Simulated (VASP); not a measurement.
Input of a VASP 6.6.1 run:

INCAR

```
ALGO = Normal
EDIFF = 1E-6
ENCUT = 520
GGA = PE
ISIF = 2
ISMEAR = -1
ISPIN = 2
LASPH = T
LCHARG = T
LELF = T
LMAXMIX = 4
LORBIT = 11
LREAL = F
LVHAR = T
LWAVE = F
MAGMOM = 3 0
NBANDS = 18
NELM = 150
PREC = Accurate
SIGMA = 0.05
```

Contents of KPOINTS:

```
k-points
0
Gamma
  10 10 10
```

Contents of POSCAR:

```
FeO
1.0
    2.6297712576      0.0000000000      0.0000000000
    0.0000000000      2.6297712576      0.0000000000
    0.0000000000      0.0000000000      2.6297712576
Fe O
1 1
Direct
    0.0000000000      0.0000000000      0.0000000000
    0.5000000000      0.5000000000      0.5000000000
```

Potentials or basis: VASP PAW PBE potentials, release 64 (Fe, O).

Command:

```sh
$ cat potpaw_PBE.64/Fe/POTCAR potpaw_PBE.64/O/POTCAR > POTCAR
$ mpirun -np 1 vasp_std > vasp.out
```

(1) Estimate the band gap on the k mesh.

(2) Estimate the site moments.

Answers

(1) zero (filled and empty bands overlap).

(2) Fe +3.53; O +0.37 μB.

Caveat: a cell with one magnetic atom can't hold antiferromagnetic order, which such compounds often take; semilocal functionals often make such compounds metallic where correlation or magnetic order opens a gap, which also shifts bond lengths.
